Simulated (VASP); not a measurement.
Here is a VASP 6.6.1 calculation.

POSCAR

```
Ti2Co
1.0
    0.0000000000      3.5644440752      3.5644440752
    3.5644440752      0.0000000000      3.5644440752
    3.5644440752      3.5644440752      0.0000000000
Ti Co
4 2
Direct
    0.1250000000      0.1250000000      0.1250000000
    0.6250000000      0.1250000000      0.1250000000
    0.1250000000      0.1250000000      0.6250000000
    0.1250000000      0.6250000000      0.1250000000
    0.5000000000      0.5000000000      0.5000000000
    0.7500000000      0.7500000000      0.7500000000
```

The input INCAR.step1:

```
PREC = Accurate
ENCUT = 520
ISMEAR = 0
SIGMA = 0.1
LREAL = F
LASPH = T
NELM = 150
ISPIN = 2
MAGMOM = 0 0 0 0 3 3
LMAXMIX = 4
NBANDS = 46
GGA = PE
ALGO = Normal
EDIFF = 1E-4
LWAVE = T
LCHARG = F
```

Contents of INCAR.step2:

```
PREC = Accurate
ENCUT = 520
EDIFF = 1E-6
ISMEAR = 0
SIGMA = 0.1
LREAL = F
LASPH = T
NELM = 150
ALGO = Normal
ISIF = 2
LWAVE = F
LCHARG = F
ISPIN = 2
MAGMOM = 0 0 0 0 3 3
LORBIT = 11
LMAXMIX = 4
METAGGA = R2SCAN
LMIXTAU = T
NBANDS = 46
ISTART = 1
```

KPOINTS

```
Automatic mesh
0
Gamma
  10 10 10
```

Potentials or basis: VASP PAW PBE potentials, release 64 (Ti_sv, Co).

The run is started by

```console
$ cat potpaw_PBE.64/Ti_sv/POTCAR potpaw_PBE.64/Co/POTCAR > POTCAR
$ cp INCAR.step1 INCAR
$ mpirun -np 1 vasp_std > vasp.out
$ cp INCAR.step2 INCAR
$ mpirun -np 1 vasp_std > vasp.out
```

Problem. What does it give for the net moment?

Solution. 4.81 μB per cell.

Problem. Estimate the site moments.

Solution. Ti +0.41; Co +1.73 μB.

Problem. Estimate the pressure.

Solution. 0.5 GPa.

Caveat: the PAW data sets were made with another functional, which shifts forces and pressure a little.
